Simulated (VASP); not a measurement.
Crystal: Mo.

```xyz
2
Lattice="0.0000 2.7250 2.7250 2.7250 0.0000 2.7250 2.7250 2.7250 0.0000" Properties=species:S:1:pos:R:3 pbc="T T T"
Mo    0.0000    0.0000    0.0000
Mo    1.3625    1.3625    1.3625
```

- Program: VASP 6.6.1
- Task: relaxation of cell and atoms
- Functional: LDA
- Potentials or basis: VASP PAW LDA potentials, release 64 (Mo_sv)
- Cutoff: 600 eV
- k mesh: 7 × 7 × 7
- Occupations: methfessel-paxton, width 0.1 eV
- Spin: no spin polarisation

At the start: pressure 10.0 GPa; volume 20.23 Å³/atom.

How do energy, volume and symmetry change on relaxing?

Over 4 steps the energy falls by 43.0 meV/atom and the volume is 21.70 Å³/atom (+7.2 %); space group Fd-3m (No. 227, to 0.05 Å).

The path:
| step | energy change (eV) | largest force (eV/Å) | pressure (GPa) | volume (Å³) |
| --- | --- | --- | --- | --- |
| 1 | 0.0000 | 0.0000 | 9.95 | 40.47 |
| 2 | 0.0949 | 0.0000 | -10.81 | 48.29 |
| 3 | -0.0859 | 0.0000 | -0.23 | 43.47 |
| 4 | -0.0860 | 0.0000 | 0.00 | 43.40 |

Final structure:
```yaml
crystal:
  lattice:
    - [0.00000, 2.78923, 2.78923]
    - [2.78923, 0.00000, 2.78923]
    - [2.78923, 2.78923, 0.00000]
  atoms:
    - { symbol: Mo, position: [0.00000, 0.00000, 0.00000] }
    - { symbol: Mo, position: [0.25000, 0.25000, 0.25000] }
```
